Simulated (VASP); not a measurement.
# Mg (P6_3/mmc) in VASP: notebook

Runs on Mg. Level: LDA. Tasks: single point, relaxation of cell and atoms.

Program: VASP 6.6.1. These are calculated values, not measurements. Logs are shortened: lines on timing, memory, paths and dates and some standing lists are left out, and cuts for length are marked.

## 1. The cell of the first run

Symmetry: P6_3/mmc, No. 194, hexagonal system. Conventional cell: a = 3.151 Å, b = 3.151 Å, c = 5.024 Å, α = 90.00°, β = 90.00°, γ = 120.00°. Within 4.1 Å of Mg (site symmetry -6m2) lie 12 Mg at 3.10 to 3.15 Å.

## 2. Single point, LDA

INCAR reads:

```
  PREC = Accurate
  ENCUT = 520
  EDIFF = 1E-6
  ISMEAR = 0
  SIGMA = 0.1
  LREAL = False
  LASPH = True
  NELM = 80
  ALGO = Fast
  ISIF = 2
  LWAVE = False
  LCHARG = False
  GGA = CA
  NBANDS = 9
```

KPOINTS reads:

```
Automatic mesh
0
Gamma
  12 12 8
```

POSCAR reads:

```
Mg
1.0
    3.1506680308      0.0000000000      0.0000000000
   -1.5753340154      2.7285585536      0.0000000000
    0.0000000000      0.0000000000      5.0240655048
Mg
2
Direct
    0.3333333333      0.6666666667      0.2500000000
    0.6666666667      0.3333333333      0.7500000000
```

Potentials or basis: VASP PAW LDA potentials, release 64 (Mg).

On the command line:

```console
$ cat potpaw_LDA.64/Mg/POTCAR > POTCAR
$ mpirun -np 1 vasp_std > vasp.out
```

OUTCAR:

```text
PREC = Accurate
   ENCUT = 520
   EDIFF = 1E-6
   ISMEAR = 0
   LREAL = False
   LASPH = True
   NELM = 80
   ISIF = 2
   GGA = CA

 ion  position               nearest neighbor table
   1  0.333  0.667  0.250-   2 3.10   2 3.10   2 3.10   2 3.10   2 3.10   2 3.10
   2  0.667  0.333  0.750-   1 3.10   1 3.10   1 3.10   1 3.10   1 3.10   1 3.10

  LATTYP: Found a hexagonal cell.
 ALAT       =     3.1506680308
 C/A-ratio  =     1.5946032574

  Lattice vectors:

 A1 = (   3.1506680308,   0.0000000000,   0.0000000000)
 A2 = (  -1.5753340154,   2.7285585536,   0.0000000000)
 A3 = (   0.0000000000,   0.0000000000,   5.0240655048)

Analysis of symmetry for initial positions (statically):
=====================================================================
 Subroutine PRICEL returns:
 Original cell was already a primitive cell.

 Routine SETGRP: Setting up the symmetry group for a
 hexagonal supercell.

 Subroutine GETGRP returns: Found 24 space group operations
 (whereof 12 operations were pure point group operations)
 out of a pool of 24 trial point group operations.

The static configuration has the point symmetry D_3d.
 The point group associated with its full space group is D_6h.

Analysis of symmetry for dynamics (positions and initial velocities):
=====================================================================
 Subroutine PRICEL returns:
 Original cell was already a primitive cell.

 Routine SETGRP: Setting up the symmetry group for a
 hexagonal supercell.

 Subroutine GETGRP returns: Found 24 space group operations
 (whereof 12 operations were pure point group operations)
 out of a pool of 24 trial point group operations.

The dynamic configuration has the point symmetry D_3d.
 The point group associated with its full space group is D_6h.

 Subroutine INISYM returns: Found 24 space group operations
 (whereof 12 operations are pure point group operations),
 and found     1 'primitive' translations

----------------------------------------------------------------------------------------

                                     Primitive cell

  volume of cell :      43.1908

  direct lattice vectors                    reciprocal lattice vectors
     3.150668031  0.000000000  0.000000000     0.317393007  0.183246938  0.000000000
    -1.575334015  2.728558554  0.000000000     0.000000000  0.366493876  0.000000000
     0.000000000  0.000000000  5.024065505     0.000000000  0.000000000  0.199041991

  length of vectors
     3.150668031  3.150668031  5.024065505     0.366493876  0.366493876  0.199041991

[... 88 lines left out ...]
   POTIM  = 0.5000    time-step for ionic-motion
   TEBEG  =    0.0;   TEEND  =   0.0 temperature during run
   PSTRESS=    0.0 pullay stress
   NELECT =       4.0000    total number of electrons
   NUPDOWN=      -1.0000    fix difference up-down
   EMIN   =  10.00;   EMAX   =-10.00  energy-range for DOS
   EFERMI =   0.00;   METHOD = LEGACY
   ISMEAR =     0;   SIGMA  =   0.10  broadening in eV -4-tet -1-fermi 0-gaus
   EFERMI_NEDOS =   21; number of points for ismear=-14 and -15
   IALGO  =     68    algorithm
   IMIX   =      4    mixing-type and parameters
     AMIX     =   0.40;   BMIX     =  1.00
     AMIX_MAG =   1.60;   BMIX_MAG =  1.00
  volume/ion in A,a.u.               =      21.60       145.73
  Fermi-wavevector in a.u.,A,eV,Ry     =   0.740681  1.399684  7.464266  0.548608
  Thomas-Fermi vector in A             =   1.835141
   LORBIT       =      0    0 simple, 1 ext, 2 COOP (PROOUT), +10 PAW based schemes
   GGA     = CA    functional components
   LHFCALC =     F    Hartree Fock is set to
   AEXX    =    0.0000 exact exchange contribution
   IVDW    =     0    specifies the selected vdW correction
   LEPSILON=     F    determine dielectric tensor
   LRPA    =     F    only Hartree local field effects (RPA)
 non-spin polarized calculation
 RMM-DIIS sequential band-by-band and
 Gauss-broadening in eV      SIGMA  =   0.10
  energy-cutoff  :      520.00
  volume of cell :       43.19
 maximum number of plane-waves:      1194
 NGX is ok and might be reduce to    24
   NGX = 11   NGY = 11   NGZ = 19

 number of electron       4.0000000 magnetization

 Free energy of the ion-electron system (eV)
  ---------------------------------------------------
  ext. energy  EPLUGINS =         0.00000000
  ---------------------------------------------------
  free energy    TOTEN  =        -3.62149047 eV

  energy without entropy =       -3.61761367  energy(sigma->0) =       -3.61955207

 E-fermi :   2.7187     XC(G=0):  -8.8786

 val. band max:        2.7095572844   @ k =   0.4167   0.1667   0.5000
 cond. band min:       2.7393146577   @ k =   0.3333   0.3333   0.3750
 fundamental gap:      0.0297573733
 Fermi energy:         2.7186535770

 k-point     1 :       0.0000    0.0000    0.0000
  band No.  band energies     occupation
      1      -4.3921      2.00000
      2       1.1406      2.00000
      3       1.6936      2.00000
      4      13.8511      0.00000
      5      13.8511      0.00000
      6      13.9756      0.00000
      7      13.9756      0.00000
      8      15.0526      0.00000
      9      16.5444      0.00000
[... 265 lines left out ...]
 k-point    24 :       0.3333    0.0000    0.1250
  band No.  band energies     occupation
      1      -2.0792      2.00000
      2       2.1346      2.00000
      3       4.1638      0.00000
      4       5.3265      0.00000
      5       8.3447      0.00000
      6      10.2794      0.00000
      7      10.4655      0.00000
      8      12.4673      0.00000
      9      13.9527      0.00000

 [... further k-points ...]

------------------------ aborting loop because EDIFF is reached ----------------------------------------

  FORCE on cell =-STRESS in cart. coord.  units (eV):
  Direction    XX          YY          ZZ          XY          YZ          ZX
  --------------------------------------------------------------------------------------
  -------------------------------------------------------------------------------------
  Total       -0.0881311     -0.0881311     -0.0888686      0.0000000     -0.0000000      0.0000000
  in kB       -3.2692519     -3.2692519     -3.2966109      0.0000000     -0.0000000      0.0000000
  external PRESSURE =      -3.2783716 kB  Pullay stress =       0.0000000 kB

 VOLUME and BASIS-vectors are now :
 -----------------------------------------------------------------------------
  energy-cutoff  :      520.00
  volume of cell :       43.19
      direct lattice vectors                 reciprocal lattice vectors
     3.150668031  0.000000000  0.000000000     0.317393007  0.183246938  0.000000000
    -1.575334015  2.728558554  0.000000000     0.000000000  0.366493876  0.000000000
     0.000000000  0.000000000  5.024065505     0.000000000  0.000000000  0.199041991

 POSITION                                       TOTAL-FORCE (eV/Angst)
 -----------------------------------------------------------------------------------
     -0.00000      1.81904      1.25602        -0.000000     -0.000000      0.000000
      1.57533      0.90952      3.76805         0.000000      0.000000      0.000000
 -----------------------------------------------------------------------------------
    total drift:                                0.000000     -0.000000      0.000000

  FREE ENERGIE OF THE ION-ELECTRON SYSTEM (eV)
  ---------------------------------------------------
  free  energy   TOTEN  =        -3.6214904702 eV

  energy  without entropy=       -3.6176136656  energy(sigma->0) =       -3.61955207
```

stdout:

```text
POSCAR found type information on POSCAR Mg
 POSCAR found :  1 types and       2 ions
 scaLAPACK will be used
 LDA part: xc-table for (Slater(with rela. corr.)+CA(PZ))
 , standard interpolation
 POSCAR, INCAR and KPOINTS ok, starting setup
 FFT: planning ... GRIDC
 FFT: planning ... GRID_SOFT
 FFT: planning ... GRID
 WAVECAR not read
 entering main loop
```

Run time: 14 s. Hardware: 1 thread of AMD EPYC 7R13 (Zen 3), shared host; peak memory 0.13 GiB.

What came out:

| Property | Result |
| --- | --- |
| Free energy | -3.6215 eV |
| Pressure | -0.3 GPa |
| Band gap on the k mesh | zero (bands 2 and 3 overlap by 2.07 eV) |

Levels at points of the mesh, in eV from the Fermi level:
```
           k point  band 1  band 2  band 3  band 4  band 5
(0.00, 0.00, 0.00)   -7.11   -1.58   -1.03   11.13   11.13
(0.50, 0.00, 0.00)   -2.20   -2.19    2.85    3.20    3.61
(0.00, 0.00, 0.50)   -5.63   -5.63    5.56    5.56   11.90
(0.50, 0.00, 0.50)   -1.09   -1.09   -0.41   -0.41    8.25
```

## 3. Single point, LDA

This run uses another cell than the first one, of 21.65 Å³/atom.

INCAR reads:

```
PREC = Accurate ; ENCUT = 520
EDIFF = 1E-7 ; ISMEAR = -1
SIGMA = 0.15 ; LREAL = False
LASPH = True ; NELM = 60
ALGO = Normal ; ISIF = 2
LWAVE = False ; LCHARG = False
NBANDS = 9
```

KPOINTS reads:

```
regular mesh
0
Gamma
  12 12 8
```

POSCAR reads:

```
Mg
1.0
    3.1464917056      0.0000000000      0.0000000000
   -1.5732458528      2.7249417498      0.0000000000
    0.0000000000      0.0000000000      5.0492457860
Mg
2
Direct
    0.3333333333      0.6666666667      0.2500000000
    0.6666666667      0.3333333333      0.7500000000
```

Potentials or basis: VASP PAW LDA potentials, release 64 (Mg).

On the command line:

```console
$ cat potpaw_LDA.64/Mg/POTCAR > POTCAR
$ mpirun -np 1 vasp_std > vasp.out
```

Wall time 16 s (1 thread of AMD EPYC 7R13 (Zen 3), shared host); peak memory 0.13 GiB.

The run converged. Its results:

```
Free energy            : -3.6490 eV
Pressure               : -0.3 GPa
Band gap on the k mesh : zero (bands 2 and 3 overlap by 2.15 eV)
```

Levels at points of the mesh, in eV from the Fermi level:
| k point | band 1 | band 2 | band 3 | band 4 | band 5 | band 6 | band 7 |
| --- | --- | --- | --- | --- | --- | --- | --- |
| (0.00, 0.00, 0.00) | -7.15 | -1.66 | -1.14 | 11.14 | 11.14 | 11.27 | 11.27 |
| (0.50, 0.00, 0.00) | -2.23 | -2.22 | 2.78 | 3.14 | 3.51 | 3.89 | 7.02 |
| (0.00, 0.00, 0.50) | -5.69 | -5.69 | 5.40 | 5.40 | 11.90 | 11.90 | 11.90 |
| (0.50, 0.00, 0.50) | -1.13 | -1.13 | -0.45 | -0.45 | 8.24 | 8.24 | 8.27 |

## 4. Relaxation of cell and atoms, LDA

INCAR reads:

```
  PREC = Accurate
  ENCUT = 600
  EDIFF = 1E-6
  ISMEAR = -1
  SIGMA = 0.15
  LREAL = F
  LASPH = T
  NELM = 100
  ALGO = Fast
  ISIF = 3
  LWAVE = F
  LCHARG = F
  IBRION = 2
  NSW = 80
  EDIFFG = -0.001
```

KPOINTS reads:

```
Automatic mesh
0
Gamma
  12 12 8
```

POSCAR reads:

```
Mg
1.0
    3.1506680308      0.0000000000      0.0000000000
   -1.5753340154      2.7285585536      0.0000000000
    0.0000000000      0.0000000000      5.0240655048
Mg
2
Direct
    0.3333333333      0.6666666667      0.2500000000
    0.6666666667      0.3333333333      0.7500000000
```

On the command line:

```console
$ cat potpaw_LDA.64/Mg/POTCAR > POTCAR
$ mpirun -np 1 vasp_std > vasp.out
```

Run time: 31 s. Hardware: 1 thread of AMD EPYC 7R13 (Zen 3), shared host; peak memory 0.15 GiB.

Results (log left out):

```
Free energy                           : -3.6495 eV
Relaxed volume                        : 21.47 Å³/atom
Relaxed cell                          : a = 3.138 Å, b = 3.138 Å, c = 5.036 Å, α = 90.00°, β = 90.00°, γ = 120.00°
Space group after relaxing (to 0.1 Å) : P6_3/mmc (No. 194)
Energy gained by relaxing             : 0.2 meV/atom
Ionic steps                           : 5
Pressure after relaxing               : 0.0 GPa
Band gap on the k mesh                : zero (bands 2 and 3 overlap by 2.15 eV)
```

Step by step:
```csv
step,energy change (eV),largest force (eV/Å),pressure (GPa),volume (Å³)
1,0.0000,0.0000,-0.22,43.19
2,-0.0003,0.0000,-0.05,43.00
3,-0.0003,0.0000,0.05,42.89
4,-0.0004,0.0000,0.03,42.92
5,-0.0004,0.0000,0.00,42.95
```

Final structure:
```cif
data_structure
_symmetry_space_group_name_H-M 'P 1'
_symmetry_Int_Tables_number 1
_cell_length_a 3.1380
_cell_length_b 3.1380
_cell_length_c 5.0361
_cell_angle_alpha 90.000
_cell_angle_beta 90.000
_cell_angle_gamma 120.000
_cell_volume 42.95
loop_
_atom_site_label
_atom_site_type_symbol
_atom_site_fract_x
_atom_site_fract_y
_atom_site_fract_z
_atom_site_occupancy
Mg1 Mg 0.33333 0.66667 0.25000 1
Mg2 Mg 0.66667 0.33333 0.75000 1
```

Levels at points of the mesh, in eV from the Fermi level:
| k point | band 1 | band 2 | band 3 | band 4 | band 5 | band 6 |
| --- | --- | --- | --- | --- | --- | --- |
| (0.00, 0.00, 0.00) | -7.19 | -1.67 | -1.14 | 11.18 | 11.18 | 11.34 |
| (0.50, 0.00, 0.00) | -2.24 | -2.22 | 2.79 | 3.14 | 3.53 | 3.91 |
| (0.00, 0.00, 0.50) | -5.71 | -5.71 | 5.42 | 5.42 | 11.95 | 11.95 |
| (0.50, 0.00, 0.50) | -1.14 | -1.14 | -0.45 | -0.45 | 8.29 | 8.29 |

LDA usually gives volumes a few per cent too small. Zero-point motion and thermal expansion aren't in these numbers.

## 5. The runs side by side

```tsv
task	cell	cutoff (eV)	smearing	gap on the mesh (eV)	pressure (GPa)
single point	a = 3.151, b = 3.151, c = 5.024 Å, angles 90.0, 90.0, 120.0°, 2 atoms	520	gaussian 0.1 eV	none	-0.3
single point	a = 3.146, b = 3.146, c = 5.049 Å, angles 90.0, 90.0, 120.0°, 2 atoms	520	fermi-dirac 0.15 eV	none	-0.3
relaxation of cell and atoms	relaxed from a = 3.151, b = 3.151, c = 5.024 Å, angles 90.0, 90.0, 120.0°, 2 atoms	600	fermi-dirac 0.15 eV	none	0.0
```

Alike in all rows: level LDA; potentials or basis VASP PAW LDA potentials, release 64 (Mg); no spin polarisation; k mesh 12 × 12 × 8.

Absolute energies hang on the potentials; compare differences alone.

The gap in the log of VASP goes by the Fermi energy; the results here count the filled bands.